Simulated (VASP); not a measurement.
# C (C2/m) in VASP: single point with PBE

Aim: the single point of C with PBE.

All numbers are computed with VASP 6.6.1; they aren't measurements. Logs are shortened: lines on timing, memory, paths and dates and some standing lists are left out, and cuts for length are marked.

## (1) The cell of the first run

Symmetry: C2/m, No. 12, monoclinic system. The conventional cell has a = 4.059 Å, b = 2.431 Å, c = 10.455 Å, α = 90.00°, β = 97.43°, γ = 90.00°. C (site symmetry m) has 4 C at 1.45 to 1.54 Å within 1.9 Å. Within 1.9 Å of C (site symmetry m) lie 4 C at 1.45 to 1.55 Å. C (site symmetry m) has 4 C at 1.45 to 1.55 Å within 1.9 Å. C (site symmetry m) has 4 C at 1.45 to 1.57 Å within 1.9 Å. Within 1.9 Å of C (site symmetry m) lie 4 C at 1.45 to 1.57 Å.

## (2) Single point, PBE (normal strain along x -0.0350, normal strain along y -0.0700)

The input, INCAR:

```
PREC = Accurate
ENCUT = 520
EDIFF = 1E-7
ISMEAR = 0
SIGMA = 0.05
LREAL = F
LASPH = T
NELM = 60
ALGO = Normal
ISIF = 2
LWAVE = F
LCHARG = F
GGA = PE
NBANDS = 31
```

The input, KPOINTS:

```
regular mesh
0
Gamma
  12 12 12
```

The input, POSCAR:

```
C
1.0
    1.2156920714      0.6764233519     10.3670139469
   -1.2156920714      0.6764233519     10.3670139469
    0.0000000000     -1.3528467038     10.3670139469
C
10
Direct
    0.0248257000      0.0248257000      0.0248257000
    0.9751743000      0.9751743000      0.9751743000
    0.1086810650      0.1086810650      0.1086810650
    0.8913189350      0.8913189350      0.8913189350
    0.1583663742      0.1583663742      0.1583663742
    0.8416336258      0.8416336258      0.8416336258
    0.3748589682      0.3748589682      0.3748589682
    0.6251410318      0.6251410318      0.6251410318
    0.4253192967      0.4253192967      0.4253192967
    0.5746807033      0.5746807033      0.5746807033
```

Potentials or basis: VASP PAW PBE potentials, release 64 (C).

On the command line:

```
$ cat potpaw_PBE.64/C/POTCAR > POTCAR
$ mpirun -np 1 vasp_std > vasp.out
```

OUTCAR:

```text
PREC = Accurate
   ENCUT = 520
   EDIFF = 1E-7
   ISMEAR = 0
   LREAL = F
   LASPH = T
   NELM = 60
   ISIF = 2
   GGA = PE

 ion  position               nearest neighbor table
   1  0.025  0.025  0.025-   7 1.45   7 1.48   7 1.48   2 1.54
   2  0.975  0.975  0.975-   8 1.45   8 1.48   8 1.48   1 1.54
   3  0.109  0.109  0.109-   9 1.45   9 1.48   9 1.48   5 1.55
   4  0.891  0.891  0.891-  10 1.45  10 1.48  10 1.48   6 1.55
   5  0.158  0.158  0.158-   6 1.45   6 1.48   6 1.48   3 1.55
   6  0.842  0.842  0.842-   5 1.45   5 1.48   5 1.48   4 1.55
   7  0.375  0.375  0.375-   1 1.45   1 1.48   1 1.48   9 1.57
   8  0.625  0.625  0.625-   2 1.45   2 1.48   2 1.48  10 1.57
   9  0.425  0.425  0.425-   3 1.45   3 1.48   3 1.48   7 1.57
  10  0.575  0.575  0.575-   4 1.45   4 1.48   4 1.48   8 1.57

  LATTYP: Found a base centered monoclinic cell.
 ALAT       =     4.0585401114
 B/A-ratio  =     0.5990785051
 C/A-ratio  =     2.5760276141
 COS(beta)  =    -0.1293981988

  Lattice vectors:

 A1 = (   1.2156920714,   2.0292700557,   0.0000000000)
 A2 = (  -1.2156920714,   2.0292700557,   0.0000000000)
 A3 = (   0.0000000000,  -1.3528467038,  10.3670139469)

Analysis of symmetry for initial positions (statically):
=====================================================================
 Subroutine PRICEL returns:
 Original cell was already a primitive cell.

 Routine SETGRP: Setting up the symmetry group for a
 base centered monoclinic supercell.

 Subroutine GETGRP returns: Found  4 space group operations
 (whereof  4 operations were pure point group operations)
 out of a pool of  4 trial point group operations.

The static configuration has the point symmetry C_2h.

Analysis of symmetry for dynamics (positions and initial velocities):
=====================================================================
 Subroutine PRICEL returns:
 Original cell was already a primitive cell.

 Routine SETGRP: Setting up the symmetry group for a
 base centered monoclinic supercell.

 Subroutine GETGRP returns: Found  4 space group operations
 (whereof  4 operations were pure point group operations)
 out of a pool of  4 trial point group operations.

The dynamic configuration has the point symmetry C_2h.

 Subroutine INISYM returns: Found  4 space group operations
 (whereof  4 operations are pure point group operations),
 and found     1 'primitive' translations

----------------------------------------------------------------------------------------

[... 119 lines left out ...]
   NELECT =      40.0000    total number of electrons
   NUPDOWN=      -1.0000    fix difference up-down
   EMIN   =  10.00;   EMAX   =-10.00  energy-range for DOS
   EFERMI =   0.00;   METHOD = LEGACY
   ISMEAR =     0;   SIGMA  =   0.05  broadening in eV -4-tet -1-fermi 0-gaus
   EFERMI_NEDOS =   21; number of points for ismear=-14 and -15
   IALGO  =     38    algorithm
   IMIX   =      4    mixing-type and parameters
     AMIX     =   0.40;   BMIX     =  1.00
     AMIX_MAG =   1.60;   BMIX_MAG =  1.00
  volume/ion in A,a.u.               =       5.12        34.52
  Fermi-wavevector in a.u.,A,eV,Ry     =   1.508270  2.850217 30.951604  2.274879
  Thomas-Fermi vector in A             =   2.618746
   LORBIT       =      0    0 simple, 1 ext, 2 COOP (PROOUT), +10 PAW based schemes
   GGA     = PE    functional components
   LHFCALC =     F    Hartree Fock is set to
   AEXX    =    0.0000 exact exchange contribution
   IVDW    =     0    specifies the selected vdW correction
   LEPSILON=     F    determine dielectric tensor
   LRPA    =     F    only Hartree local field effects (RPA)
 non-spin polarized calculation
 Gauss-broadening in eV      SIGMA  =   0.05
  energy-cutoff  :      520.00
  volume of cell :       51.15
 maximum number of plane-waves:      1413
 NGX is ok and might be reduce to    80
   NGX = 39   NGY = 39   NGZ = 39

 number of electron      39.9999996 magnetization

 Free energy of the ion-electron system (eV)
  ---------------------------------------------------
  ext. energy  EPLUGINS =         0.00000000
  ---------------------------------------------------
  free energy    TOTEN  =       -89.23949167 eV

  energy without entropy =      -89.23949167  energy(sigma->0) =      -89.23949167

 E-fermi :  11.8380     XC(G=0): -13.7763

 val. band max:       11.5447043081   @ k =   0.0000   0.0000   0.0000
 cond. band min:      15.6995540444   @ k =   0.0000   0.0000   0.0000
 fundamental gap:      4.1548497363
 Fermi energy:        11.8379635361

 k-point     1 :       0.0000    0.0000    0.0000
  band No.  band energies     occupation
      1     -11.6649      2.00000
      2     -10.6254      2.00000
      3     -10.5414      2.00000
      4      -7.5227      2.00000
      5      -7.5052      2.00000
      6      -1.4637      2.00000
[... 805 lines left out ...]
     30      23.2868      0.00000
     31      23.3654      0.00000

 [... further k-points ...]

------------------------ aborting loop because EDIFF is reached ----------------------------------------

  FORCE on cell =-STRESS in cart. coord.  units (eV):
  Direction    XX          YY          ZZ          XY          YZ          ZX
  --------------------------------------------------------------------------------------
  -------------------------------------------------------------------------------------
  Total       19.5804626     36.2849039      2.1910166      0.0000000     -0.2828010      0.0000000
  in kB      613.3190022   1136.5523653     68.6292326      0.0000000     -8.8581783      0.0000000
  external PRESSURE =     606.1668667 kB  Pullay stress =       0.0000000 kB

 VOLUME and BASIS-vectors are now :
 -----------------------------------------------------------------------------
  energy-cutoff  :      520.00
  volume of cell :       51.15
      direct lattice vectors                 reciprocal lattice vectors
     1.215692071  0.676423352 10.367013947     0.411288361  0.246394017  0.032153264
    -1.215692071  0.676423352 10.367013947    -0.411288361  0.246394017  0.032153264
     0.000000000 -1.352846704 10.367013947     0.000000000 -0.492788033  0.032153264

 POSITION                                       TOTAL-FORCE (eV/Angst)
 -----------------------------------------------------------------------------------
      0.00000      0.00000      0.77211         0.000000     -0.397701     -0.358855
      0.00000      0.00000     30.32894         0.000000      0.397701      0.358855
      0.00000      0.00000      3.38009         0.000000     -0.397701      0.354141
      0.00000      0.00000     27.72095         0.000000      0.397701     -0.354141
      0.00000      0.00000      4.92536         0.000000      0.414635     -0.443150
      0.00000      0.00000     26.17568         0.000000     -0.414635      0.443150
      0.00000      0.00000     11.65850         0.000000      0.427108      0.471183
      0.00000      0.00000     19.44254         0.000000     -0.427108     -0.471183
      0.00000      0.00000     13.22787         0.000000      0.428150     -0.474311
      0.00000      0.00000     17.87317         0.000000     -0.428150      0.474311
 -----------------------------------------------------------------------------------
    total drift:                               -0.000000     -0.000000      0.000000

  FREE ENERGIE OF THE ION-ELECTRON SYSTEM (eV)
  ---------------------------------------------------
  free  energy   TOTEN  =       -89.2394916724 eV

  energy  without entropy=      -89.2394916724  energy(sigma->0) =      -89.23949167
```

OSZICAR:

```text
N       E                     dE             d eps       ncg     rms          rms(c)
DAV:   1     0.958098686026E+02    0.95810E+02   -0.21768E+04 29512   0.127E+03
DAV:   2    -0.870078857848E+02   -0.18282E+03   -0.17364E+03 37115   0.249E+02
DAV:   3    -0.935776184729E+02   -0.65697E+01   -0.65329E+01 39176   0.434E+01
DAV:   4    -0.936307104031E+02   -0.53092E-01   -0.53013E-01 39953   0.412E+00
DAV:   5    -0.936313228555E+02   -0.61245E-03   -0.61220E-03 39082   0.397E-01    0.143E+01
DAV:   6    -0.903294268045E+02    0.33019E+01   -0.21610E+00 34769   0.767E+00    0.852E+00
DAV:   7    -0.892353860809E+02    0.10940E+01   -0.26650E+00 34476   0.875E+00    0.197E+00
DAV:   8    -0.892392476179E+02   -0.38615E-02   -0.79169E-02 36794   0.149E+00    0.110E-01
DAV:   9    -0.892393909872E+02   -0.14337E-03   -0.89041E-04 39767   0.188E-01    0.485E-02
DAV:  10    -0.892394745075E+02   -0.83520E-04   -0.93410E-05 35814   0.594E-02    0.179E-02
DAV:  11    -0.892394907092E+02   -0.16202E-04   -0.11353E-05 36484   0.226E-02    0.340E-03
DAV:  12    -0.892394916065E+02   -0.89730E-06   -0.87370E-07 38722   0.583E-03    0.122E-03
DAV:  13    -0.892394916724E+02   -0.65952E-07   -0.11821E-07 27553   0.242E-03
   1 F= -.89239492E+02 E0= -.89239492E+02  d E =-.209743E-19
```

stdout:

```text
POSCAR found type information on POSCAR C
 POSCAR found :  1 types and      10 ions
 scaLAPACK will be used
 LDA part: xc-table for (Slater+PW92), standard interpolation
 POSCAR, INCAR and KPOINTS ok, starting setup
 FFT: planning ... GRIDC
 FFT: planning ... GRID_SOFT
 FFT: planning ... GRID
 WAVECAR not read
 entering main loop
```

Wall time 88 min (1 thread of AMD EPYC 9R45 (Zen 5), shared host); peak memory 1.2 GiB.

Results:

| Quantity | Value |
| --- | --- |
| Free energy | -89.2395 eV |
| Pressure | 60.6 GPa |
| Largest force | 0.639 eV/Å |
| Band gap on the k mesh | 4.15 eV |

Forces in eV/Å, atoms in the order of the input:
```
C    0.000 -0.398 -0.359
C    0.000  0.398  0.359
C    0.000 -0.398  0.354
C    0.000  0.398 -0.354
C    0.000  0.415 -0.443
C    0.000 -0.415  0.443
C    0.000  0.427  0.471
C    0.000 -0.427 -0.471
C    0.000  0.428 -0.474
C    0.000 -0.428  0.474
```

Stress tensor (GPa, compression positive):
```
 61.33   0.00   0.00
  0.00 113.66  -0.89
  0.00  -0.89   6.86
```

Levels at points of the mesh, in eV from the valence-band top:
```csv
k point,band 16,band 17,band 18,band 19,band 20,band 21,band 22,band 23,band 24,band 25
"(0.00, 0.00, 0.00)",-1.25,-1.14,-0.46,-0.21,0.00,4.15,5.75,6.31,7.05,7.47
"(0.50, 0.00, 0.00)",-5.59,-4.71,-4.70,-4.13,-3.33,5.47,5.55,6.06,6.22,7.08
"(0.50, 0.50, 0.00)",-6.33,-4.85,-4.69,-4.46,-4.46,4.64,5.04,5.45,5.53,6.59
"(0.00, 0.00, 0.50)",-5.43,-5.42,-5.38,-4.21,-4.03,4.83,4.84,5.80,5.92,6.45
"(0.50, 0.00, 0.50)",-5.60,-4.88,-4.75,-3.75,-3.73,4.68,5.96,6.33,6.56,6.84
"(0.50, 0.50, 0.50)",-1.92,-0.63,-0.58,-0.40,-0.35,5.88,5.92,6.18,6.28,6.79
```

Caveat: the cell differs from its parent crystal (normal strain along x -0.0350, normal strain along y -0.0700); the stress differs along the axes, from 7 to 114 GPa.
